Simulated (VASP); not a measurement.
# AlNi (Pm) in VASP: single point with PBEsol

Aim: the single point of AlNi with PBEsol.

All numbers are computed with VASP 6.6.1; they aren't measurements. Logs are shortened: lines on timing, memory, paths and dates and some standing lists are left out, and cuts for length are marked.

## (1) The cell of the first run

The structure is monoclinic, space group Pm (No. 6). Conventional cell: a = 2.858 Å, b = 2.858 Å, c = 2.869 Å, α = 90.00°, β = 90.00°, γ = 90.00°. Al (site symmetry m) has 8 Ni at 2.42 to 2.54 Å and 6 Al at 2.86 to 2.87 Å within 3.2 Å. Ni (site symmetry m) has 8 Al at 2.42 to 2.54 Å and 6 Ni at 2.86 to 2.87 Å within 3.2 Å.

## (2) Single point, PBEsol (atoms displaced along several vibrational modes)

INCAR

```
SYSTEM = AlNi
PREC = Accurate
ENCUT = 520
EDIFF = 1E-6
ISMEAR = 0
SIGMA = 0.15
LREAL = .False.
LASPH = .True.
NELM = 100
ALGO = Fast
ISIF = 2
LWAVE = .False.
LCHARG = .False.
GGA = PS
NBANDS = 14
```

KPOINTS

```
regular mesh
0
Gamma
  16 16 16
  0 0 0
```

POSCAR

```
AlNi
1.0
    2.0211996418     -2.0211459310      0.0000000000
    2.0211996418      2.0211459310      0.0000000000
    0.0000000000      0.0000000000      2.8688666946
Al Ni
1 1
Direct
   -0.0199414354      0.0000000000     -0.0066228243
    0.5091671398      0.5000000000      0.5030445329
```

Potentials or basis: VASP PAW PBE potentials, release 64 (Al, Ni).

On the command line:

```bash
cat potpaw_PBE.64/Al/POTCAR potpaw_PBE.64/Ni/POTCAR > POTCAR
mpirun -np 1 vasp_std > vasp.out
```

OUTCAR:

```text
SYSTEM = AlNi
   PREC = Accurate
   ENCUT = 520
   EDIFF = 1E-6
   ISMEAR = 0
   LREAL = .False.
   LASPH = .True.
   NELM = 100
   ISIF = 2
   GGA = PS

 ion  position               nearest neighbor table
   1  0.980  0.000  0.993-   2 2.42   2 2.42   2 2.45   2 2.45   2 2.51   2 2.51   2 2.54   2 2.54

   2  0.509  0.500  0.503-   1 2.42   1 2.42   1 2.45   1 2.45   1 2.51   1 2.51   1 2.54   1 2.54

  LATTYP: Found a base centered orthorhombic cell.
 ALAT       =     4.0422918620
 B/A-ratio  =     1.0000265744
 C/A-ratio  =     0.7097129036

  Lattice vectors:

 A1 = (  -2.0211996418,  -2.0211459310,   0.0000000000)
 A2 = (   2.0211996418,  -2.0211459310,   0.0000000000)
 A3 = (   0.0000000000,   0.0000000000,   2.8688666946)

Analysis of symmetry for initial positions (statically):
=====================================================================
 Subroutine PRICEL returns:
 Original cell was already a primitive cell.

 Routine SETGRP: Setting up the symmetry group for a
 base centered orthorhombic supercell.

 Subroutine GETGRP returns: Found  1 space group operations
 (whereof  1 operations were pure point group operations)
 out of a pool of  8 trial point group operations.

The static configuration has the point symmetry C_1 .

Analysis of symmetry for dynamics (positions and initial velocities):
=====================================================================
 Subroutine PRICEL returns:
 Original cell was already a primitive cell.

 Routine SETGRP: Setting up the symmetry group for a
 base centered orthorhombic supercell.

 Subroutine GETGRP returns: Found  1 space group operations
 (whereof  1 operations were pure point group operations)
 out of a pool of  8 trial point group operations.

The dynamic configuration has the point symmetry C_1 .

 Subroutine INISYM returns: Found  1 space group operations
 (whereof  1 operations are pure point group operations),
 and found     1 'primitive' translations

----------------------------------------------------------------------------------------

                                     Primitive cell

  volume of cell :      23.4394

  direct lattice vectors                    reciprocal lattice vectors
     2.021199642 -2.021145931  0.000000000     0.247377839 -0.247384413  0.000000000
     2.021199642  2.021145931  0.000000000     0.247377839  0.247384413  0.000000000
     0.000000000  0.000000000  2.868866695     0.000000000  0.000000000  0.348569699

  length of vectors
     2.858369967  2.858369967  2.868866695     0.349849744  0.349849744  0.348569699

  position of ions in fractional coordinates (direct lattice)
     0.980058565  0.000000000  0.993377176
     0.509167140  0.500000000  0.503044533

  ion indices of the primitive-cell ions
   primitive index   ion index
                 1           1
                 2           2

----------------------------------------------------------------------------------------

 KPOINTS: regular mesh

Automatic generation of k-mesh.
 Grid dimensions read from file:
 generate k-points for:   16   16   16

 Generating k-lattice:

  Cartesian coordinates                     Fractional coordinates (reciprocal lattice)
     0.015461115 -0.015461526  0.000000000     0.062500000  0.000000000  0.000000000
     0.015461115  0.015461526  0.000000000     0.000000000  0.062500000  0.000000000
     0.000000000  0.000000000  0.021785606     0.000000000  0.000000000  0.062500000

  Length of vectors
     0.021865609  0.021865609  0.021785606

  Shift w.r.t. Gamma in fractional coordinates (k-lattice)
     0.000000000  0.000000000  0.000000000

 Subroutine IBZKPT returns following result:
 ===========================================

 Found   2052 irreducible k-points:

 Following reciprocal coordinates:
            Coordinates               Weight
  0.000000  0.000000  0.000000      1.000000
  0.062500  0.000000  0.000000      2.000000
 -0.000000 -0.062500  0.000000      2.000000
  0.125000  0.000000  0.000000      2.000000
 -0.000000 -0.125000  0.000000      2.000000
  0.187500 -0.000000  0.000000      2.000000
[... 16 lines left out ...]
  0.250000  0.062500  0.000000      2.000000
 -0.062500 -0.250000  0.000000      2.000000
 [... further k-points ...]
   k-points           NKPTS =   2052   k-points in BZ     NKDIM =   2052   number of bands    NBANDS=     14
   number of dos      NEDOS =    301   number of ions     NIONS =      2
   total plane-waves  NPLWV =  13824
   dimension x,y,z NGX =    24 NGY =   24 NGZ =   24
   dimension x,y,z NGXF=    48 NGYF=   48 NGZF=   48
   ions per type =               1   1
   NGX,Y,Z   is equivalent  to a cutoff of  13.96, 13.96, 13.91 a.u.
   NGXF,Y,Z  is equivalent  to a cutoff of  27.92, 27.92, 27.82 a.u.
 SYSTEM =  AlNi
   PREC   = accura    normal or accurate (medium, high low for compatibility)
   ISTART =      0    job   : 0-new  1-cont  2-samecut
   ICHARG =      2    charge: 1-file 2-atom 10-const
   ISPIN  =      1    spin polarized calculation?
   LNONCOLLINEAR =      F non collinear calculations
   LSORBIT =      F    spin-orbit coupling
   LASPH  =      T    aspherical Exc in radial PAW
   ENCUT  =  520.0 eV  38.22 Ry    6.18 a.u.   5.31  5.31  5.33*2*pi/ulx,y,z
   NELM   =    100;   NELMIN=  2; NELMDL= -5     # of ELM steps
   EDIFF  = 0.1E-05   stopping-criterion for ELM
   LREAL  =      F    real-space projection
   EDIFFG = 0.1E-04   stopping-criterion for IOM
   NSW    =      0    number of steps for IOM
   IBRION =     -1    ionic relax: 0-MD 1-quasi-New 2-CG
   NFREE  =      0    steps in history (QN), initial steepest desc. (CG)
   ISIF   =      2    stress and relaxation
   ISYM   =      2    0-nonsym 1-usesym 2-fastsym
   POTIM  = 0.5000    time-step for ionic-motion
   TEBEG  =    0.0;   TEEND  =   0.0 temperature during run
   PSTRESS=    0.0 pullay stress
   NELECT =      13.0000    total number of electrons
   NUPDOWN=      -1.0000    fix difference up-down
   EMIN   =  10.00;   EMAX   =-10.00  energy-range for DOS
   EFERMI =   0.00;   METHOD = LEGACY
   ISMEAR =     0;   SIGMA  =   0.15  broadening in eV -4-tet -1-fermi 0-gaus
   EFERMI_NEDOS =   21; number of points for ismear=-14 and -15
   IALGO  =     68    algorithm
   IMIX   =      4    mixing-type and parameters
     AMIX     =   0.40;   BMIX     =  1.00
     AMIX_MAG =   1.60;   BMIX_MAG =  1.00
  volume/ion in A,a.u.               =      11.72        79.09
  Fermi-wavevector in a.u.,A,eV,Ry     =   1.345055  2.541786 24.615310  1.809174
  Thomas-Fermi vector in A             =   2.472999
   LORBIT       =      0    0 simple, 1 ext, 2 COOP (PROOUT), +10 PAW based schemes
   GGA     = PS    functional components
   LHFCALC =     F    Hartree Fock is set to
   AEXX    =    0.0000 exact exchange contribution
   IVDW    =     0    specifies the selected vdW correction
   LEPSILON=     F    determine dielectric tensor
   LRPA    =     F    only Hartree local field effects (RPA)
 non-spin polarized calculation
 RMM-DIIS sequential band-by-band and
 Gauss-broadening in eV      SIGMA  =   0.15
  energy-cutoff  :      520.00
  volume of cell :       23.44
 maximum number of plane-waves:       653
 NGX is ok and might be reduce to    24
   NGX = 11   NGY = 11   NGZ = 11

 number of electron      13.0000000 magnetization

 Free energy of the ion-electron system (eV)
  ---------------------------------------------------
  ext. energy  EPLUGINS =         0.00000000
  ---------------------------------------------------
  free energy    TOTEN  =       -11.56710777 eV

  energy without entropy =      -11.55861353  energy(sigma->0) =      -11.56286065

 E-fermi :  10.1626     XC(G=0): -12.2613

 val. band max:       10.1618145488   @ k =   0.1875   0.1875   0.3750
 cond. band min:      10.1636652074   @ k =  -0.3125   0.5000  -0.4375
 fundamental gap:      0.0018506585
 Fermi energy:        10.1625911982

 k-point     1 :       0.0000    0.0000    0.0000
  band No.  band energies     occupation
      1      -1.1145      2.00000
      2       6.8163      2.00000
      3       6.8255      2.00000
      4       8.5642      2.00000
      5       8.5720      2.00000
      6       8.5829      2.00000
      7      15.6580      0.00000
      8      15.7907      0.00000
      9      15.7931      0.00000
     10      18.3688      0.00000
     11      18.4022      0.00000
     12      24.1963      0.00000
     13      31.2226      0.00000
     14      31.2485      0.00000

 k-point     2 :       0.0625    0.0000    0.0000
  band No.  band energies     occupation
      1      -1.0414      2.00000
      2       6.8210      2.00000
      3       6.8340      2.00000
      4       8.5391      2.00000
      5       8.5492      2.00000
      6       8.5691      2.00000
      7      14.9843      0.00000
      8      15.7567      0.00000
      9      15.8871      0.00000
     10      18.3780      0.00000
     11      19.1305      0.00000
     12      24.4487      0.00000
     13      30.3487      0.00000
     14      30.4488      0.00000

 k-point     3 :      -0.0000   -0.0625    0.0000
  band No.  band energies     occupation
      1      -1.0413      2.00000
      2       6.8148      2.00000
      3       6.8404      2.00000
      4       8.5308      2.00000
      5       8.5506      2.00000
      6       8.5759      2.00000
      7      14.9753      0.00000
      8      15.7562      0.00000
      9      15.9005      0.00000
     10      18.3829      0.00000
     11      19.1191      0.00000
     12      24.4512      0.00000
     13      30.3858      0.00000
     14      30.4558      0.00000
[... 324 lines left out ...]
 k-point    23 :       0.2500    0.0625    0.0000
  band No.  band energies     occupation
      1       0.1094      2.00000
      2       6.4768      2.00000
      3       7.0568      2.00000
      4       8.1517      2.00000
      5       8.1809      2.00000
      6       8.5815      2.00000
      7      11.0961      0.00000
      8      16.2576      0.00000
      9      17.1820      0.00000
     10      19.0538      0.00000
     11      22.4170      0.00000
     12      25.0939      0.00000
     13      25.8785      0.00000
     14      28.3060      0.00000

 k-point    24 :      -0.0625   -0.2500    0.0000
  band No.  band energies     occupation
      1       0.1102      2.00000
      2       6.4737      2.00000
      3       7.0626      2.00000
      4       8.1521      2.00000
      5       8.1719      2.00000
      6       8.5885      2.00000
      7      11.0896      0.00000
      8      16.2648      0.00000
      9      17.1857      0.00000
     10      19.0611      0.00000
     11      22.3792      0.00000
     12      25.1066      0.00000
     13      25.8877      0.00000
     14      28.4448      0.00000

 [... further k-points ...]

------------------------ aborting loop because EDIFF is reached ----------------------------------------

  FORCE on cell =-STRESS in cart. coord.  units (eV):
  Direction    XX          YY          ZZ          XY          YZ          ZX
  --------------------------------------------------------------------------------------
  -------------------------------------------------------------------------------------
  Total        0.1210989      0.1220809      0.0950428      0.0271719     -0.0368651      0.0368596
  in kB        8.2775847      8.3447094      6.4965444      1.8573049     -2.5198756      2.5194999
  external PRESSURE =       7.7062795 kB  Pullay stress =       0.0000000 kB

 VOLUME and BASIS-vectors are now :
 -----------------------------------------------------------------------------
  energy-cutoff  :      520.00
  volume of cell :       23.44
      direct lattice vectors                 reciprocal lattice vectors
     2.021199642 -2.021145931  0.000000000     0.247377839 -0.247384413  0.000000000
     2.021199642  2.021145931  0.000000000     0.247377839  0.247384413  0.000000000
     0.000000000  0.000000000  2.868866695     0.000000000  0.000000000  0.348569699

 POSITION                                       TOTAL-FORCE (eV/Angst)
 -----------------------------------------------------------------------------------
      1.98089     -1.98084      2.84987         0.369030     -0.369110      0.177917
      2.03973     -0.01853      1.44317        -0.369030      0.369110     -0.177917
 -----------------------------------------------------------------------------------
    total drift:                               -0.000148      0.000148     -0.000182

  FREE ENERGIE OF THE ION-ELECTRON SYSTEM (eV)
  ---------------------------------------------------
  free  energy   TOTEN  =       -11.5671077747 eV

  energy  without entropy=      -11.5586135329  energy(sigma->0) =      -11.56286065
```

Wall time 5.6 min (1 thread of Intel Xeon Platinum 8488C (Sapphire Rapids), shared host); peak memory 0.75 GiB.

Results:

| Property | Result |
| --- | --- |
| Free energy | -11.5671 eV |
| Pressure | 0.8 GPa |
| Largest force | 0.551 eV/Å |
| Band gap on the k mesh | zero (an odd number of electrons rules out a gap without spin polarisation) |

Forces on the atoms (eV/Å):
```
Al   0.369 -0.369  0.178
Ni  -0.369  0.369 -0.178
```

Stress tensor (GPa, compression positive):
```
 0.83  0.19  0.25
 0.19  0.83 -0.25
 0.25 -0.25  0.65
```

Levels at points of the mesh, in eV from the Fermi level:
```csv
k point,band 3,band 4,band 5,band 6,band 7,band 8,band 9,band 10,band 11,band 12
"(0.00, 0.00, 0.00)",-3.34,-1.60,-1.59,-1.58,5.50,5.63,5.63,8.21,8.24,14.03
"(0.50, 0.00, 0.00)",-2.85,-2.32,-2.30,-1.51,-0.65,8.34,9.98,10.11,11.06,11.18
"(0.00, 0.50, 0.00)",-2.85,-2.33,-2.30,-1.50,-0.66,8.33,10.02,10.17,11.04,11.10
"(0.50, 0.50, 0.00)",-2.92,-2.88,-2.16,-2.15,-1.04,1.52,2.61,12.46,15.13,15.16
"(0.00, 0.00, 0.50)",-2.86,-2.31,-2.30,-1.49,-0.68,8.33,10.12,10.15,11.06,11.12
"(0.50, 0.00, 0.50)",-2.95,-2.89,-2.14,-2.13,-1.05,1.49,2.57,12.55,15.28,15.31
"(0.00, 0.50, 0.50)",-2.96,-2.95,-2.11,-2.11,-1.05,1.48,2.58,12.57,14.97,15.00
"(0.50, 0.50, 0.50)",-4.20,-1.02,-1.01,1.94,1.94,1.98,3.80,4.57,4.59,4.68
```

Caveat: the cell differs from its parent crystal (atoms displaced along several vibrational modes); the PAW data sets were made with another functional, which shifts forces and pressure a little.
